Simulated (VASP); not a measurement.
A run of VASP 6.6.1 is set up as follows.

INCAR

```
SYSTEM = CsPbCl3
PREC = Accurate
ENCUT = 520
EDIFF = 1E-6
ISMEAR = 0
SIGMA = 0.02
LREAL = .FALSE.
LASPH = .TRUE.
NELM = 100
ALGO = Normal
ISIF = 2
LWAVE = .FALSE.
LCHARG = .TRUE.
GGA = PE
LELF = .TRUE.
LVHAR = .TRUE.
NBANDS = 30
```

Contents of KPOINTS:

```
regular mesh
0
G
  6 6 6
  0 0 0
```

File POSCAR:

```
CsPbCl3
1.0
    5.7352733711      0.0000000000      0.0000000000
    0.0000000000      5.7352733711      0.0000000000
    0.0000000000      0.0000000000      5.7352733711
Cs Pb Cl
1 1 3
Direct
    0.0000000000      0.0000000000      0.0000000000
    0.5000000000      0.5000000000      0.5000000000
    0.5000000000      0.5000000000      0.0000000000
    0.0000000000      0.5000000000      0.5000000000
    0.5000000000      0.0000000000      0.5000000000
```

Potentials or basis: VASP PAW PBE potentials, release 64 (Cs_sv, Pb_d, Cl).

Launch:

```console
$ cat potpaw_PBE.64/Cs_sv/POTCAR potpaw_PBE.64/Pb_d/POTCAR potpaw_PBE.64/Cl/POTCAR > POTCAR
$ mpirun -np 1 vasp_std > vasp.out
```

**Question.** Estimate the pressure.

**Answer.** 0.0 GPa.

**Question.** Predict the band gap on the k mesh.

**Answer.** 2.22 eV, direct.

Caveat: spin-orbit coupling is left out, which moves the levels of the heavy elements. A k mesh can miss the band edges.
